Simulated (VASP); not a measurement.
# Hf (Fd-3m) in VASP: notebook

Hf is run at these levels: PBEsol+D3(BJ); tasks: single point.

Everything below comes from runs of VASP 6.6.1. Logs are shortened: lines on timing, memory, paths and dates and some standing lists are left out, and cuts for length are marked.

## 1. The cell of the first run

The structure is cubic, space group Fd-3m (No. 227). The conventional cell has a = 6.150 Å, b = 6.150 Å, c = 6.150 Å, α = 90.00°, β = 90.00°, γ = 90.00°. Hf (site symmetry -43m) has 4 Hf at 2.66 Å within 3.5 Å.

## 2. Single point, PBEsol+D3(BJ)

Contents of INCAR:

```
SYSTEM = Hf
ALGO = Normal ; EDIFF = 1E-6
ENCUT = 520 ; GGA = PS
ISIF = 2 ; ISMEAR = 0
IVDW = 12 ; LASPH = .True.
LCHARG = .False. ; LREAL = .False.
LWAVE = .False. ; NBANDS = 17
NELM = 100 ; PREC = Accurate
SIGMA = 0.1
```

Contents of KPOINTS:

```
k-points
0
Gamma
  5 5 5
  0 0 0
```

Contents of POSCAR:

```
Hf
1.0
    0.0000000000      3.0750000000      3.0750000000
    3.0750000000      0.0000000000      3.0750000000
    3.0750000000      3.0750000000      0.0000000000
Hf
2
Direct
    0.0000000000      0.0000000000      0.0000000000
    0.2500000000      0.2500000000      0.2500000000
```

Potentials or basis: VASP PAW PBE potentials, release 64 (Hf_pv).

The run is started by

```
> cat potpaw_PBE.64/Hf_pv/POTCAR > POTCAR
> mpirun -np 1 vasp_std > vasp.out
```

OUTCAR:

```text
SYSTEM = Hf
   EDIFF = 1E-6
   ENCUT = 520
   GGA = PS
   ISIF = 2
   ISMEAR = 0
   IVDW = 12
   LASPH = .True.
   LREAL = .False.
   NELM = 100
   PREC = Accurate
 IVDW          = 12

 ion  position               nearest neighbor table
   1  0.000  0.000  0.000-   2 2.66   2 2.66   2 2.66   2 2.66
   2  0.250  0.250  0.250-   1 2.66   1 2.66   1 2.66   1 2.66

  LATTYP: Found a face centered cubic cell.
 ALAT       =     6.1500000000

  Lattice vectors:

 A1 = (   0.0000000000,   3.0750000000,   3.0750000000)
 A2 = (   3.0750000000,   0.0000000000,   3.0750000000)
 A3 = (   3.0750000000,   3.0750000000,   0.0000000000)

Analysis of symmetry for initial positions (statically):
=====================================================================
 Subroutine PRICEL returns:
 Original cell was already a primitive cell.

 Routine SETGRP: Setting up the symmetry group for a
 face centered cubic supercell.

 Subroutine GETGRP returns: Found 48 space group operations
 (whereof 24 operations were pure point group operations)
 out of a pool of 48 trial point group operations.

The static configuration has the point symmetry T_d .
 The point group associated with its full space group is O_h .

Analysis of symmetry for dynamics (positions and initial velocities):
=====================================================================
 Subroutine PRICEL returns:
 Original cell was already a primitive cell.

 Routine SETGRP: Setting up the symmetry group for a
 face centered cubic supercell.

 Subroutine GETGRP returns: Found 48 space group operations
 (whereof 24 operations were pure point group operations)
 out of a pool of 48 trial point group operations.

The dynamic configuration has the point symmetry T_d .
 The point group associated with its full space group is O_h .

 Subroutine INISYM returns: Found 48 space group operations
 (whereof 24 operations are pure point group operations),
 and found     1 'primitive' translations

----------------------------------------------------------------------------------------

                                     Primitive cell

  volume of cell :      58.1521

  direct lattice vectors                    reciprocal lattice vectors
     0.000000000  3.075000000  3.075000000    -0.162601626  0.162601626  0.162601626
     3.075000000  0.000000000  3.075000000     0.162601626 -0.162601626  0.162601626
     3.075000000  3.075000000  0.000000000     0.162601626  0.162601626 -0.162601626

  length of vectors
     4.348706704  4.348706704  4.348706704     0.281634278  0.281634278  0.281634278

  position of ions in fractional coordinates (direct lattice)
[... 64 lines left out ...]
   EDIFF  = 0.1E-05   stopping-criterion for ELM
   LREAL  =      F    real-space projection
   EDIFFG = 0.1E-04   stopping-criterion for IOM
   NSW    =      0    number of steps for IOM
   IBRION =     -1    ionic relax: 0-MD 1-quasi-New 2-CG
   NFREE  =      0    steps in history (QN), initial steepest desc. (CG)
   ISIF   =      2    stress and relaxation
   ISYM   =      2    0-nonsym 1-usesym 2-fastsym
   POTIM  = 0.5000    time-step for ionic-motion
   TEBEG  =    0.0;   TEEND  =   0.0 temperature during run
   PSTRESS=    0.0 pullay stress
   NELECT =      20.0000    total number of electrons
   NUPDOWN=      -1.0000    fix difference up-down
   EMIN   =  10.00;   EMAX   =-10.00  energy-range for DOS
   EFERMI =   0.00;   METHOD = LEGACY
   ISMEAR =     0;   SIGMA  =   0.10  broadening in eV -4-tet -1-fermi 0-gaus
   EFERMI_NEDOS =   21; number of points for ismear=-14 and -15
   IALGO  =     38    algorithm
   IMIX   =      4    mixing-type and parameters
     AMIX     =   0.40;   BMIX     =  1.00
     AMIX_MAG =   1.60;   BMIX_MAG =  1.00
  volume/ion in A,a.u.               =      29.08       196.21
  Fermi-wavevector in a.u.,A,eV,Ry     =   1.146999  2.167514 17.899916  1.315607
  Thomas-Fermi vector in A             =   2.283681
   LORBIT       =      0    0 simple, 1 ext, 2 COOP (PROOUT), +10 PAW based schemes
   GGA     = PS    functional components
   LHFCALC =     F    Hartree Fock is set to
   AEXX    =    0.0000 exact exchange contribution
   IVDW    =    12    specifies the selected vdW correction
   LEPSILON=     F    determine dielectric tensor
   LRPA    =     F    only Hartree local field effects (RPA)
 non-spin polarized calculation
 Gauss-broadening in eV      SIGMA  =   0.10
  energy-cutoff  :      520.00
  volume of cell :       58.15
 maximum number of plane-waves:      1584
   NGX = 17   NGY = 17   NGZ = 17

 number of electron      20.0000005 magnetization

 Free energy of the ion-electron system (eV)
  ---------------------------------------------------
  ext. energy  EPLUGINS =         0.00000000
  ---------------------------------------------------
  free energy    TOTEN  =       -15.40851167 eV

  energy without entropy =      -15.38339275  energy(sigma->0) =      -15.39595221

 E-fermi :   2.4169     XC(G=0):  -9.9388

 val. band max:        2.4054829052   @ k =   0.4000   0.2000   0.0000
 cond. band min:       2.4435922757   @ k =   0.2000   0.0000   0.0000
 fundamental gap:      0.0381093704
 Fermi energy:         2.4169357351

 k-point     1 :       0.0000    0.0000    0.0000
  band No.  band energies     occupation
      1     -28.5618      2.00000
      2     -28.5618      2.00000
      3     -28.5618      2.00000
      4     -27.6039      2.00000
      5     -27.6039      2.00000
      6     -27.6039      2.00000
[... 177 lines left out ...]
      4     -27.9366      2.00000
      5     -27.4047      2.00000
      6     -27.3669      2.00000
[... 9 lines left out ...]
     16       6.4682      0.00000
     17       8.5580      0.00000

------------------------ aborting loop because EDIFF is reached ----------------------------------------

 Edisp (eV)   -0.78159

 E8    (eV) :    -0.5893

  FORCE on cell =-STRESS in cart. coord.  units (eV):
  Direction    XX          YY          ZZ          XY          YZ          ZX
  --------------------------------------------------------------------------------------
  -------------------------------------------------------------------------------------
  Total       0.46948     0.46948     0.46948     0.00000     0.00000    -0.00000
  in kB      12.93487    12.93487    12.93487     0.00000     0.00000    -0.00000
  external pressure =       12.93 kB  Pullay stress =        0.00 kB

 VOLUME and BASIS-vectors are now :
 -----------------------------------------------------------------------------
  energy-cutoff  :      520.00
  volume of cell :       58.15
      direct lattice vectors                 reciprocal lattice vectors
     0.000000000  3.075000000  3.075000000    -0.162601626  0.162601626  0.162601626
     3.075000000  0.000000000  3.075000000     0.162601626 -0.162601626  0.162601626
     3.075000000  3.075000000  0.000000000     0.162601626  0.162601626 -0.162601626

 POSITION                                       TOTAL-FORCE (eV/Angst)
 -----------------------------------------------------------------------------------
      0.00000      0.00000      0.00000        -0.000000      0.000000     -0.000000
      1.53750      1.53750      1.53750         0.000000     -0.000000      0.000000
 -----------------------------------------------------------------------------------
    total drift:                               -0.000000      0.000000      0.000000

  FREE ENERGIE OF THE ION-ELECTRON SYSTEM (eV)
  ---------------------------------------------------
  free  energy   TOTEN  =       -16.1901036148 eV

  energy  without entropy=      -16.1649846921  energy(sigma->0) =      -16.17754415
```

stdout:

```text
POSCAR found type information on POSCAR Hf
 POSCAR found :  1 types and       2 ions
 scaLAPACK will be used
 -----------------------------------------------------------------------------
|                                                                             |
|                                                                             |
|     You enforced a specific xc type in the INCAR file but a different       |
|     I HOPE YOU KNOW WHAT YOU ARE DOING!                                     |
|                                                                             |
 -----------------------------------------------------------------------------

 LDA part: xc-table for (Slater+PW92), standard interpolation
 POSCAR, INCAR and KPOINTS ok, starting setup
 FFT: planning ... GRIDC
 FFT: planning ... GRID_SOFT
 FFT: planning ... GRID
 WAVECAR not read
 entering main loop
```

Run time: 4.7 s. Hardware: 1 thread of Intel Xeon 6975P-C (Granite Rapids), shared host; peak memory 0.18 GiB.

Results:

| Quantity | Value |
| --- | --- |
| Free energy | -16.1901 eV |
| Pressure | 1.3 GPa |
| Band gap on the k mesh | zero (band 10 reaches 2.70 eV, above the bottom of band 11 at 2.27 eV) |
| Dispersion energy per atom | -0.391 eV |

Levels at points of the mesh, in eV from the Fermi level:
| k point | band 8 | band 9 | band 10 | band 11 | band 12 | band 13 |
| --- | --- | --- | --- | --- | --- | --- |
| (0.00, 0.00, 0.00) | -0.70 | -0.70 | 0.14 | 0.14 | 0.14 | 2.35 |

Caveat: three body term missing; the PAW data sets were made with another functional, which shifts forces and pressure a little; spin-orbit coupling is left out, which moves the levels of the heavy elements; pairwise dispersion overbinds metals, which lowers pressure and volume.

## 3. Single point, PBEsol+D3(BJ)

This run uses another cell than the first one, of 30.88 Å³/atom, 1.062 times its volume.

Contents of INCAR:

```
SYSTEM = Hf
PREC = Accurate
ENCUT = 520
EDIFF = 1E-6
ISMEAR = 0
SIGMA = 0.1
LREAL = .False.
LASPH = .True.
NELM = 80
ALGO = Normal
ISIF = 2
LWAVE = .False.
LCHARG = .False.
GGA = PS
IVDW = 12
NBANDS = 17
```

Contents of KPOINTS:

```
regular mesh
0
Gamma
  5 5 5
  0 0 0
```

Contents of POSCAR:

```
Hf
1.0
    0.0000000000      3.1373806849      3.1373806849
    3.1373806849      0.0000000000      3.1373806849
    3.1373806849      3.1373806849      0.0000000000
Hf
2
Direct
    0.0000000000      0.0000000000      0.0000000000
    0.2500000000      0.2500000000      0.2500000000
```

Potentials or basis: VASP PAW PBE potentials, release 64 (Hf_pv).

The run is started by

```
> cat potpaw_PBE.64/Hf_pv/POTCAR > POTCAR
> mpirun -np 1 vasp_std > vasp.out
```

Run time: 6.5 s. Hardware: 1 thread of Intel Xeon 6975P-C (Granite Rapids), shared host; peak memory 0.2 GiB.

Results (log left out):

- Free energy: -16.2013 eV
- Pressure: -0.5 GPa
- Band gap on the k mesh: zero (band 10 reaches 2.36 eV, above the bottom of band 11 at 1.95 eV)
- Dispersion energy per atom: -0.368 eV

Levels at points of the mesh, in eV from the Fermi level:
| k point | band 6 | band 7 | band 8 | band 9 | band 10 | band 11 | band 12 | band 13 |
| --- | --- | --- | --- | --- | --- | --- | --- | --- |
| (0.00, 0.00, 0.00) | -30.16 | -5.45 | -0.58 | -0.58 | 0.12 | 0.12 | 0.12 | 2.22 |

Caveat: three body term missing; the PAW data sets were made with another functional, which shifts forces and pressure a little; spin-orbit coupling is left out, which moves the levels of the heavy elements; pairwise dispersion overbinds metals, which lowers pressure and volume.

## 4. Single point, PBEsol+D3(BJ)

This run uses another cell than the first one, of 30.88 Å³/atom, 1.062 times its volume.

Contents of INCAR:

```
PREC     = Accurate       # precision mode
ENCUT    = 520            # plane-wave cutoff, eV
EDIFF    = 1E-6           # SCF threshold, eV
ISMEAR   = 0              # smearing method
SIGMA    = 0.1            # smearing width, eV
LREAL    = F              # projectors in reciprocal space
LASPH    = T              # aspherical terms in the spheres
NELM     = 60             # most SCF steps
ALGO     = Normal         # electronic algorithm
ISIF     = 2              # what is computed and relaxed
LWAVE    = F              # write WAVECAR
LCHARG   = T              # write CHGCAR
GGA      = PS             # functional
IVDW     = 12             # dispersion correction
LELF     = T              # ELF
LVHAR    = T            
NBANDS   = 17             # bands
```

Contents of KPOINTS:

```
Automatic mesh
0
Gamma
  5 5 5
```

POSCAR is that of step 3.

Potentials or basis: VASP PAW PBE potentials, release 64 (Hf_pv).

The run is started by

```
> cat potpaw_PBE.64/Hf_pv/POTCAR > POTCAR
> mpirun -np 1 vasp_std > vasp.out
```

OUTCAR:

```text
PREC = Accurate
   ENCUT = 520
   EDIFF = 1E-6
   ISMEAR = 0
   LREAL = F
   LASPH = T
   NELM = 60
   ISIF = 2
   GGA = PS
   IVDW = 12
 IVDW          = 12

 ion  position               nearest neighbor table
   1  0.000  0.000  0.000-   2 2.72   2 2.72   2 2.72   2 2.72
   2  0.250  0.250  0.250-   1 2.72   1 2.72   1 2.72   1 2.72

  LATTYP: Found a face centered cubic cell.
 ALAT       =     6.2747613698

  Lattice vectors:

 A1 = (   0.0000000000,   3.1373806849,   3.1373806849)
 A2 = (   3.1373806849,   0.0000000000,   3.1373806849)
 A3 = (   3.1373806849,   3.1373806849,   0.0000000000)

Analysis of symmetry for initial positions (statically):
=====================================================================
 Subroutine PRICEL returns:
 Original cell was already a primitive cell.

 Routine SETGRP: Setting up the symmetry group for a
 face centered cubic supercell.

 Subroutine GETGRP returns: Found 48 space group operations
 (whereof 24 operations were pure point group operations)
 out of a pool of 48 trial point group operations.

The static configuration has the point symmetry T_d .
 The point group associated with its full space group is O_h .

Analysis of symmetry for dynamics (positions and initial velocities):
=====================================================================
 Subroutine PRICEL returns:
 Original cell was already a primitive cell.

 Routine SETGRP: Setting up the symmetry group for a
 face centered cubic supercell.

 Subroutine GETGRP returns: Found 48 space group operations
 (whereof 24 operations were pure point group operations)
 out of a pool of 48 trial point group operations.

The dynamic configuration has the point symmetry T_d .
 The point group associated with its full space group is O_h .

 Subroutine INISYM returns: Found 48 space group operations
 (whereof 24 operations are pure point group operations),
 and found     1 'primitive' translations

[... 96 lines left out ...]
   IALGO  =     38    algorithm
   IMIX   =      4    mixing-type and parameters
     AMIX     =   0.40;   BMIX     =  1.00
     AMIX_MAG =   1.60;   BMIX_MAG =  1.00
  volume/ion in A,a.u.               =      30.88       208.40
  Fermi-wavevector in a.u.,A,eV,Ry     =   1.124193  2.124417 17.195183  1.263810
  Thomas-Fermi vector in A             =   2.260864
   LORBIT       =      0    0 simple, 1 ext, 2 COOP (PROOUT), +10 PAW based schemes
   GGA     = PS    functional components
   LHFCALC =     F    Hartree Fock is set to
   AEXX    =    0.0000 exact exchange contribution
   IVDW    =    12    specifies the selected vdW correction
   LEPSILON=     F    determine dielectric tensor
   LRPA    =     F    only Hartree local field effects (RPA)
 non-spin polarized calculation
 Gauss-broadening in eV      SIGMA  =   0.10
  energy-cutoff  :      520.00
  volume of cell :       61.76
 maximum number of plane-waves:      1687
 NGX is ok and might be reduce to    36
   NGX = 17   NGY = 17   NGZ = 17

 number of electron      20.0000002 magnetization

 Free energy of the ion-electron system (eV)
  ---------------------------------------------------
  ext. energy  EPLUGINS =         0.00000000
  ---------------------------------------------------
  free energy    TOTEN  =       -15.46559358 eV

  energy without entropy =      -15.44504488  energy(sigma->0) =      -15.45531923

 E-fermi :   2.1033     XC(G=0):  -9.6897

 val. band max:        2.0264516021   @ k =  -0.4000   0.4000   0.0000
 cond. band min:       2.1075033026   @ k =   0.2000   0.0000   0.0000
 fundamental gap:      0.0810517005
 Fermi energy:         2.1033128418

 k-point     1 :       0.0000    0.0000    0.0000
  band No.  band energies     occupation
      1     -28.8722      2.00000
      2     -28.8722      2.00000
      3     -28.8722      2.00000
      4     -28.0529      2.00000
      5     -28.0529      2.00000
      6     -28.0529      2.00000
[... 177 lines left out ...]
      4     -28.3382      2.00000
      5     -27.8884      2.00000
      6     -27.8570      2.00000
[... 9 lines left out ...]
     16       5.9484      0.00000
     17       7.8734      0.00000

------------------------ aborting loop because EDIFF is reached ----------------------------------------

 Edisp (eV)   -0.73571

 E8    (eV) :    -0.5548

  FORCE on cell =-STRESS in cart. coord.  units (eV):
  Direction    XX          YY          ZZ          XY          YZ          ZX
  --------------------------------------------------------------------------------------
  -------------------------------------------------------------------------------------
  Total      -0.17994    -0.17994    -0.17994     0.00000     0.00000    -0.00000
  in kB      -4.66777    -4.66777    -4.66777     0.00000     0.00000    -0.00000
  external pressure =       -4.67 kB  Pullay stress =        0.00 kB

 VOLUME and BASIS-vectors are now :
 -----------------------------------------------------------------------------
  energy-cutoff  :      520.00
  volume of cell :       61.76
      direct lattice vectors                 reciprocal lattice vectors
     0.000000000  3.137380685  3.137380685    -0.159368610  0.159368610  0.159368610
     3.137380685  0.000000000  3.137380685     0.159368610 -0.159368610  0.159368610
     3.137380685  3.137380685  0.000000000     0.159368610  0.159368610 -0.159368610

 POSITION                                       TOTAL-FORCE (eV/Angst)
 -----------------------------------------------------------------------------------
      0.00000      0.00000      0.00000        -0.000000     -0.000000     -0.000000
      1.56869      1.56869      1.56869         0.000000      0.000000      0.000000
 -----------------------------------------------------------------------------------
    total drift:                                0.000000      0.000000      0.000000

  FREE ENERGIE OF THE ION-ELECTRON SYSTEM (eV)
  ---------------------------------------------------
  free  energy   TOTEN  =       -16.2012986475 eV

  energy  without entropy=      -16.1807499488  energy(sigma->0) =      -16.19102430
```

It took 7 s on 1 thread of Intel Xeon 6975P-C (Granite Rapids), shared host; peak memory 0.2 GiB.

Results:

| Item | Value |
| --- | --- |
| Free energy | -16.2013 eV |
| Pressure | -0.5 GPa |
| Band gap on the k mesh | zero (band 10 reaches 2.36 eV, above the bottom of band 11 at 1.95 eV) |
| Dispersion energy per atom | -0.368 eV |

Caveat: three body term missing; the PAW data sets were made with another functional, which shifts forces and pressure a little; spin-orbit coupling is left out, which moves the levels of the heavy elements; pairwise dispersion overbinds metals, which lowers pressure and volume.
